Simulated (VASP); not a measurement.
**Si2Ni (MoSi2 type): relaxation of cell and atoms with PBE**

Si2Ni (MoSi2 type):

```
Ni Si
1.0
    -1.47810    1.47810    3.62135
     1.47810   -1.47810    3.62135
     1.47810    1.47810   -3.62135
Ni Si
1 2
Cartesian
  0.0000 0.0000 0.0000
  0.0000 0.0000 2.4263
  0.0000 0.0000 -2.4263
```

- Program: VASP 6.6.1
- Task: relaxation of cell and atoms
- Functional: PBE
- Potentials or basis: VASP PAW PBE potentials, release 64 (Ni, Si)
- Cutoff: 600 eV
- k mesh: 14 × 14 × 14
- Occupations: fermi-dirac, width 0.05 eV
- Spin: no spin polarisation
- Dipole correction: no
- Further INCAR settings: ALGO = Normal; EDIFF = 1e-06; IBRION = 2; EDIFFG = -0.005; NSW = 60; ISIF = 3

The relaxed volume is 12.86 Å³/atom, the relaxed cell is a = 4.228 Å, b = 4.228 Å, c = 4.228 Å, α = 133.90°, β = 133.90°, γ = 67.24° and the space group after relaxing (to 0.1 Å) is I4/mmm (No. 139). The energy gained by relaxing is 289.1 meV/atom, the ionic steps are 9 and the pressure after relaxing is 0.0 GPa. The band gap on the k mesh is zero (bands 9 and 10 overlap by 2.03 eV).

The path:
```csv
step,energy change (eV),largest force (eV/Å),pressure (GPa),volume (Å³)
1,0.0000,0.1579,39.72,31.65
2,-0.3956,0.0500,-15.34,45.18
3,-0.7433,0.0227,-0.88,38.70
4,-0.8024,0.0942,-0.97,38.67
5,-0.8464,0.3417,1.83,38.36
6,-0.8628,0.2213,0.05,38.53
7,-0.8640,0.2447,0.18,38.50
8,-0.8670,0.0496,-0.07,38.61
9,-0.8672,0.0000,-0.05,38.59
```

Final structure:
```cif
data_structure
_symmetry_space_group_name_H-M 'P 1'
_symmetry_Int_Tables_number 1
_cell_length_a 4.2279
_cell_length_b 4.2279
_cell_length_c 4.2279
_cell_angle_alpha 133.900
_cell_angle_beta 133.900
_cell_angle_gamma 67.244
_cell_volume 38.59
loop_
_atom_site_label
_atom_site_type_symbol
_atom_site_fract_x
_atom_site_fract_y
_atom_site_fract_z
_atom_site_occupancy
Ni1 Ni 0.00000 0.00000 0.00000 1
Si1 Si 0.33214 0.33214 0.00000 1
Si2 Si 0.66786 0.66786 0.00000 1
```

Levels at points of the mesh, in eV from the Fermi level:
| k point | band 6 | band 7 | band 8 | band 9 | band 10 | band 11 | band 12 | band 13 |
| --- | --- | --- | --- | --- | --- | --- | --- | --- |
| (0.00, 0.00, 0.00) | -2.22 | -2.02 | -0.10 | 1.28 | 1.52 | 1.52 | 2.07 | 2.07 |
| (0.50, 0.00, 0.00) | -3.21 | -2.58 | -1.72 | -0.03 | 2.09 | 2.78 | 4.01 | 6.25 |
| (0.50, 0.50, 0.00) | -3.00 | -2.65 | -1.70 | -1.55 | -0.48 | -0.48 | 3.82 | 5.08 |
| (0.50, 0.50, 0.50) | -2.52 | -2.15 | -2.02 | -2.02 | 1.50 | 3.36 | 8.16 | 8.20 |

Run time: 10 min on 1 thread of AMD EPYC 9R45 96-Core Processor (Zen 5), on a shared host, peak memory 0.28 GiB.

Caveat: the volume moved by over 15 % at a fixed basis, so the end points are rough. Spin polarisation is off, so any magnetic state and its effect on volume and gap are missing.
